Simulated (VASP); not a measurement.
# Au in VASP: a series of runs

Au is run at these levels: PBE; tasks: single point.

All numbers are computed with VASP 6.6.1; they aren't measurements. Logs are shortened: lines on timing, memory, paths and dates and some standing lists are left out, and cuts for length are marked.

## (1) The cell of the first run

The cell holds a slab with vacuum, 16 atoms: a = 8.160 Å, b = 5.770 Å, c = 15.327 Å, α = 90.00°, β = 90.00°, γ = 90.00°.

## (2) Single point, PBE

INCAR reads:

```
SYSTEM = Au
PREC = Accurate ; ENCUT = 520
EDIFF = 1E-6 ; ISMEAR = -1
SIGMA = 0.15 ; LREAL = Auto
LASPH = .True. ; NELM = 60
ALGO = Normal ; ISIF = 2
LWAVE = .False. ; LCHARG = .False.
GGA = PE ; NBANDS = 102
```

KPOINTS reads:

```
Automatic mesh
0
Gamma
  2 2 1
  0 0 0
```

POSCAR reads:

```
Au
1.0
    8.1600000000      0.0000000000      0.0000000000
    0.0000000000      5.7699910000      0.0000000000
    0.0000000000      0.0000000000     15.3274940000
Au
16
Direct
    0.2500000000      0.2500003899      0.0652422373
    0.7500000000      0.2500003899      0.0652422373
    0.2500000000      0.7500011698      0.0652422373
    0.7500000000      0.7500011698      0.0652422373
   -0.0032598039     -0.0083708969      0.1629490118
    0.5128308824      0.0054072875      0.1685663684
    0.0085416667      0.4941428851      0.1660153969
    0.4820343137      0.5309713655      0.1526994563
    0.2575612745      0.2505029904      0.2590247303
    0.8024632353      0.1692723611      0.2974719807
    0.2647794118      0.7590133156      0.2657903503
    0.7699509804      0.6793251497      0.2837580625
    0.0726102941     -0.0194454376      0.3967054236
    0.5044362745      0.0137261913      0.3459273903
    0.0381985294      0.4784929474      0.3609722503
    0.5118750000      0.4852520567      0.3665961311
```

Potentials or basis: VASP PAW PBE potentials, release 64 (Au).

On the command line:

```sh
> cat potpaw_PBE.64/Au/POTCAR > POTCAR
> mpirun -np 1 vasp_std > vasp.out
```

OUTCAR:

```text
SYSTEM = Au
   PREC = Accurate
   ENCUT = 520
   EDIFF = 1E-6
   ISMEAR = -1
   LREAL = Auto
   LASPH = .True.
   NELM = 60
   ISIF = 2
   GGA = PE

 ion  position               nearest neighbor table
   1  0.250  0.250  0.065-   8 2.83   7 2.87   3 2.88   3 2.89   5 2.96   9 2.97   6 3.02
   2  0.750  0.250  0.065-   6 2.87   4 2.88   4 2.89   5 2.92   7 2.97   8 3.03
   3  0.250  0.750  0.065-   8 2.64   1 2.88   1 2.89   7 2.91   5 2.91   6 3.05  11 3.08
   4  0.750  0.750  0.065-   8 2.86   5 2.87   2 2.88   2 2.89   6 2.90   7 3.00  12 3.38
   5  0.997  0.992  0.163-  10 2.80   4 2.87   7 2.87   7 2.90   3 2.91   2 2.92   1 2.96   9 2.99
                            11 3.01  12 3.18
   6  0.513  0.005  0.169-  14 2.72   8 2.76   2 2.87   9 2.87  11 2.89   4 2.90   1 3.02   3 3.05
                             8 3.05  10 3.22  12 3.33
   7  0.009  0.494  0.166-   9 2.85  12 2.86   5 2.87   1 2.87   5 2.90   3 2.91   2 2.97  15 3.00
                             4 3.00  11 3.01  10 3.23
   8  0.482  0.531  0.153-   3 2.64   6 2.76  11 2.81   1 2.83   4 2.86   9 2.94   2 3.03   6 3.05
                            12 3.21  16 3.30
   9  0.258  0.251  0.259-  15 2.72  14 2.77  11 2.84   7 2.85   6 2.87  11 2.94   8 2.94   1 2.97
                            16 2.98   5 2.99  13 3.03
  10  0.802  0.169  0.297-  14 2.70   5 2.80  15 2.80  12 2.85  13 2.89  12 2.96  16 3.17   6 3.22
                             7 3.23
  11  0.265  0.759  0.266-  14 2.74   8 2.81   9 2.84  13 2.85  15 2.86   6 2.89   9 2.94  16 2.99
                             7 3.01   5 3.01   3 3.08
  12  0.770  0.679  0.284-  16 2.70  15 2.74  10 2.85   7 2.86  10 2.96  14 3.05   5 3.18   8 3.21
                             6 3.33   4 3.38  13 3.48
  13  0.073  0.981  0.397-  11 2.85  10 2.89  15 2.94  15 2.96   9 3.03  12 3.48
  14  0.504  0.014  0.346-  10 2.70   6 2.72  11 2.74  16 2.74   9 2.77  12 3.05  16 3.07
  15  0.038  0.478  0.361-   9 2.72  12 2.74  10 2.80  11 2.86  13 2.94  13 2.96   7 3.00
  16  0.512  0.485  0.367-  12 2.70  14 2.74   9 2.98  11 2.99  14 3.07  10 3.17   8 3.30

  LATTYP: Found a simple orthorhombic cell.
 ALAT       =     5.7699910000
 B/A-ratio  =     1.4142136444
 C/A-ratio  =     2.6564155819

  Lattice vectors:

 A1 = (   0.0000000000,  -5.7699910000,   0.0000000000)
 A2 = (   8.1600000000,   0.0000000000,   0.0000000000)
 A3 = (   0.0000000000,   0.0000000000,  15.3274940000)

Analysis of symmetry for initial positions (statically):
=====================================================================
 Subroutine PRICEL returns:
 Original cell was already a primitive cell.

 Routine SETGRP: Setting up the symmetry group for a
 simple orthorhombic supercell.

 Subroutine GETGRP returns: Found  1 space group operations
 (whereof  1 operations were pure point group operations)
 out of a pool of  8 trial point group operations.

The static configuration has the point symmetry C_1 .

Analysis of symmetry for dynamics (positions and initial velocities):
=====================================================================
 Subroutine PRICEL returns:
 Original cell was already a primitive cell.

 Routine SETGRP: Setting up the symmetry group for a
 simple orthorhombic supercell.

 Subroutine GETGRP returns: Found  1 space group operations
 (whereof  1 operations were pure point group operations)
 out of a pool of  8 trial point group operations.

The dynamic configuration has the point symmetry C_1 .

 Subroutine INISYM returns: Found  1 space group operations
 (whereof  1 operations are pure point group operations),
 and found     1 'primitive' translations

----------------------------------------------------------------------------------------

                                     Primitive cell

  volume of cell :     721.6663

  direct lattice vectors                    reciprocal lattice vectors
     8.160000000  0.000000000  0.000000000     0.122549020  0.000000000  0.000000000
     0.000000000  5.769991000  0.000000000     0.000000000  0.173310496  0.000000000
     0.000000000  0.000000000 15.327494000     0.000000000  0.000000000  0.065242237

  length of vectors
     8.160000000  5.769991000 15.327494000     0.122549020  0.173310496  0.065242237

  position of ions in fractional coordinates (direct lattice)
     0.250000000  0.250000390  0.065242237
     0.750000000  0.250000390  0.065242237
     0.250000000  0.750001170  0.065242237
     0.750000000  0.750001170  0.065242237
     0.996740196  0.991629103  0.162949012
     0.512830882  0.005407287  0.168566368
[... 8 lines left out ...]
     0.038198529  0.478492947  0.360972250
     0.511875000  0.485252057  0.366596131

  ion indices of the primitive-cell ions
   primitive index   ion index
                 1           1
                 2           2
                 3           3
                 4           4
                 5           5
                 6           6
[... 8 lines left out ...]
                15          15
                16          16

----------------------------------------------------------------------------------------

 KPOINTS: Automatic mesh

Automatic generation of k-mesh.
 Grid dimensions read from file:
 generate k-points for:    2    2    1

 Generating k-lattice:

  Cartesian coordinates                     Fractional coordinates (reciprocal lattice)
     0.061274510  0.000000000  0.000000000     0.500000000  0.000000000  0.000000000
     0.000000000  0.086655248  0.000000000     0.000000000  0.500000000  0.000000000
     0.000000000  0.000000000  0.065242237     0.000000000  0.000000000  1.000000000

  Length of vectors
     0.061274510  0.086655248  0.065242237

  Shift w.r.t. Gamma in fractional coordinates (k-lattice)
     0.000000000  0.000000000  0.000000000

 Subroutine IBZKPT returns following result:
 ===========================================

 Found      4 irreducible k-points:

 Following reciprocal coordinates:
            Coordinates               Weight
  0.000000  0.000000  0.000000      1.000000
  0.500000  0.000000  0.000000      1.000000
  0.000000  0.500000  0.000000      1.000000
  0.500000  0.500000  0.000000      1.000000
   k-points           NKPTS =      4   k-points in BZ     NKDIM =      4   number of bands    NBANDS=    102
   number of dos      NEDOS =    301   number of ions     NIONS =     16
   total plane-waves  NPLWV = 368640
   dimension x,y,z NGX =    64 NGY =   48 NGZ =  120
   dimension x,y,z NGXF=   128 NGYF=   96 NGZF=  240
   ions per type =              16
   NGX,Y,Z   is equivalent  to a cutoff of  13.04, 13.83, 13.02 a.u.
   NGXF,Y,Z  is equivalent  to a cutoff of  26.08, 27.66, 26.03 a.u.
 SYSTEM =  Au
   PREC   = accura    normal or accurate (medium, high low for compatibility)
   ISTART =      0    job   : 0-new  1-cont  2-samecut
   ICHARG =      2    charge: 1-file 2-atom 10-const
   ISPIN  =      1    spin polarized calculation?
   LNONCOLLINEAR =      F non collinear calculations
   LSORBIT =      F    spin-orbit coupling
   LASPH  =      T    aspherical Exc in radial PAW
   ENCUT  =  520.0 eV  38.22 Ry    6.18 a.u.  15.17 10.73 28.50*2*pi/ulx,y,z
   NELM   =     60;   NELMIN=  2; NELMDL= -5     # of ELM steps
   EDIFF  = 0.1E-05   stopping-criterion for ELM
   LREAL  =      T    real-space projection
   EDIFFG = 0.1E-04   stopping-criterion for IOM
   NSW    =      0    number of steps for IOM
   IBRION =     -1    ionic relax: 0-MD 1-quasi-New 2-CG
   NFREE  =      0    steps in history (QN), initial steepest desc. (CG)
   ISIF   =      2    stress and relaxation
   ISYM   =      2    0-nonsym 1-usesym 2-fastsym
   POTIM  = 0.5000    time-step for ionic-motion
   TEBEG  =    0.0;   TEEND  =   0.0 temperature during run
   PSTRESS=    0.0 pullay stress
   NELECT =     176.0000    total number of electrons
   NUPDOWN=      -1.0000    fix difference up-down
   EMIN   =  10.00;   EMAX   =-10.00  energy-range for DOS
   EFERMI =   0.00;   METHOD = LEGACY
   ISMEAR =    -1;   SIGMA  =   0.15  broadening in eV -4-tet -1-fermi 0-gaus
   EFERMI_NEDOS =   21; number of points for ismear=-14 and -15
   IALGO  =     38    algorithm
   IMIX   =      4    mixing-type and parameters
     AMIX     =   0.40;   BMIX     =  1.00
     AMIX_MAG =   1.60;   BMIX_MAG =  1.00
  volume/ion in A,a.u.               =      45.10       304.38
  Fermi-wavevector in a.u.,A,eV,Ry     =   1.022822  1.932854 14.233948  1.046166
  Thomas-Fermi vector in A             =   2.156523
   LORBIT       =      0    0 simple, 1 ext, 2 COOP (PROOUT), +10 PAW based schemes
   GGA     = PE    functional components
   LHFCALC =     F    Hartree Fock is set to
   AEXX    =    0.0000 exact exchange contribution
   IVDW    =     0    specifies the selected vdW correction
   LEPSILON=     F    determine dielectric tensor
   LRPA    =     F    only Hartree local field effects (RPA)
 non-spin polarized calculation
  energy-cutoff  :      520.00
  volume of cell :      721.67
 maximum number of plane-waves:     19488
 NGX is ok and might be reduce to    64
   NGX = 31   NGY = 21   NGZ = 57

 number of electron     176.0000008 magnetization

 Free energy of the ion-electron system (eV)
  ---------------------------------------------------
  ext. energy  EPLUGINS =         0.00000000
  ---------------------------------------------------
  free energy    TOTEN  =       -45.25077739 eV

  energy without entropy =      -44.78640336  energy(sigma->0) =      -45.01859037

 E-fermi :   0.4759     XC(G=0):  -6.1384

 val. band max:        0.4448735901   @ k =   0.5000   0.0000   0.0000
 cond. band min:       0.5292154185   @ k =   0.5000   0.0000   0.0000
 fundamental gap:      0.0843418285
 Fermi energy:         0.4758779710

 k-point     1 :       0.0000    0.0000    0.0000
  band No.  band energies     occupation
      1      -7.8433      2.00000
      2      -6.2976      2.00000
      3      -6.1602      2.00000
      4      -6.0641      2.00000
      5      -5.7455      2.00000
      6      -5.6954      2.00000
[... 92 lines left out ...]
     99       3.8225      0.00000
    100       4.0242      0.00000

 k-point     2 :       0.5000    0.0000    0.0000
  band No.  band energies     occupation
      1      -7.5046      2.00000
      2      -6.9207      2.00000
      3      -6.1561      2.00000
      4      -6.0387      2.00000
      5      -5.7671      2.00000
      6      -5.6706      2.00000
[... 92 lines left out ...]
     99       3.0473      0.00000
    100       3.2784      0.00000

 k-point     3 :       0.0000    0.5000    0.0000
  band No.  band energies     occupation
      1      -6.6373      2.00000
      2      -6.5880      2.00000
      3      -5.5558      2.00000
      4      -5.4691      2.00000
      5      -5.4175      2.00000
      6      -5.3208      2.00000
[... 92 lines left out ...]
     99       4.0071      0.00000
    100       4.0663      0.00000

 k-point     4 :       0.5000    0.5000    0.0000
  band No.  band energies     occupation
      1      -6.4248      2.00000
      2      -6.3967      2.00000
      3      -5.8481      2.00000
      4      -5.7659      2.00000
      5      -5.3756      2.00000
      6      -5.2803      2.00000
[... 92 lines left out ...]
     99       4.4776      0.00000
    100       4.5681      0.00000
 [bands above 100 left out]

------------------------ aborting loop because EDIFF is reached ----------------------------------------

  FORCE on cell =-STRESS in cart. coord.  units (eV):
  Direction    XX          YY          ZZ          XY          YZ          ZX
  --------------------------------------------------------------------------------------
  -------------------------------------------------------------------------------------
  Total       -0.7100209    -20.8392596     -0.1245433     -0.2304222      0.0908153      0.6444379
  in kB       -1.5763233    -46.2654102     -0.2764997     -0.5115621      0.2016197      1.4307218
  external PRESSURE =     -16.0394111 kB  Pullay stress =       0.0000000 kB

 VOLUME and BASIS-vectors are now :
 -----------------------------------------------------------------------------
  energy-cutoff  :      520.00
  volume of cell :      721.67
      direct lattice vectors                 reciprocal lattice vectors
     8.160000000  0.000000000  0.000000000     0.122549020  0.000000000  0.000000000
     0.000000000  5.769991000  0.000000000     0.000000000  0.173310496  0.000000000
     0.000000000  0.000000000 15.327494000     0.000000000  0.000000000  0.065242237

 POSITION                                       TOTAL-FORCE (eV/Angst)
 -----------------------------------------------------------------------------------
      2.04000      1.44250      1.00000        -0.055127     -0.278271      0.154313
      6.12000      1.44250      1.00000        -0.109793      0.116661      0.501952
      2.04000      4.32750      1.00000        -0.682472      0.589490     -0.238576
      6.12000      4.32750      1.00000        -0.010105     -0.097634      0.456395
      8.13340      5.72169      2.49760         0.038781     -0.059891     -0.388934
      4.18470      0.03120      2.58370         0.365992      0.464999     -1.083089
[... 8 lines left out ...]
      0.31170      2.76090      5.53280         0.117005      0.225704      0.550490
      4.17690      2.79990      5.61900        -0.187682      0.145453     -0.348155
 -----------------------------------------------------------------------------------
    total drift:                                0.002276      0.000482     -0.005831

  FREE ENERGIE OF THE ION-ELECTRON SYSTEM (eV)
  ---------------------------------------------------
  free  energy   TOTEN  =       -45.2507773922 eV

  energy  without entropy=      -44.7864033562  energy(sigma->0) =      -45.01859037
```

It took 10 min on 1 thread of Intel Xeon 6975P-C, shared host; peak memory 0.78 GiB.

Results:

* Free energy: -45.2508 eV
* Largest force: 1.527 eV/Å
* Band gap on the k mesh: zero (band 88 reaches 0.53 eV, above the bottom of band 89 at 0.42 eV)

Forces in eV/Å, atoms in the order of the input:
```
Au  -0.055 -0.278  0.154
Au  -0.110  0.117  0.502
Au  -0.682  0.589 -0.239
Au  -0.010 -0.098  0.456
Au   0.039 -0.060 -0.389
Au   0.366  0.465 -1.083
Au  -0.374  0.027 -0.398
Au   1.212 -0.927  0.057
Au   0.015  0.050  0.193
Au  -0.009  0.287  0.084
Au  -0.456 -0.376  0.393
Au  -0.092  0.341 -0.209
Au   0.022 -0.027 -0.652
Au   0.204 -0.481  0.927
Au   0.117  0.226  0.550
Au  -0.188  0.145 -0.348
```

Caveat: the k points lie up to 0.54 Å⁻¹ apart; spin-orbit coupling is left out, which moves the levels of the heavy elements.

(Continued in part 2 of 2.)
